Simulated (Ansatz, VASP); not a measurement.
# One calculation of WC4, two programs

```
W C
1.0
     2.97788    0.00000    0.00000
    -1.48894    2.57892    0.00000
     0.00000    0.00000    6.65573
W C
1 4
Direct
  0.33333 0.66667 0.50000
  0.00000 0.00000 0.09584
  0.00000 0.00000 0.90416
  0.00000 0.00000 0.29432
  0.00000 0.00000 0.70568
```

Alike in both runs: functional PBE; k mesh 6 × 6 × 4; occupations gaussian, width 0.1 eV; no spin polarisation.

Ansatz relaxed the structure, and its values are those at the end. VASP's run is a single point on that final structure, the one shown.

```csv
,VASP,Ansatz
version,VASP 6.6.1,Ansatz 0.2.0
potentials or method,"VASP PAW PBE potentials, release 64 (W_sv, C), cutoff 520 eV","scalar-relativistic, plane waves, PAW"
valence electrons in the cell,30,30
```

Ansatz gave:

| Quantity | Value |
| --- | --- |
| gap on the k mesh at the Fermi level (eV) | none |
| pressure (GPa) | 0.0 |
| rms of the force components (eV/Å) | 0.016 |

**Question.** Which values does VASP return?

**Answer.** gap on the k mesh at the Fermi level (eV): none; pressure (GPa): 0.3; rms of the force components (eV/Å): 0.020.

A gap of «none» marks a metal or a gap that the smearing closes. With one functional, cell and mesh, what is left measures potentials, basis and numerics.

The k mesh is coarse, so the values compare programs but aren't converged. Neither program's run includes spin-orbit coupling.
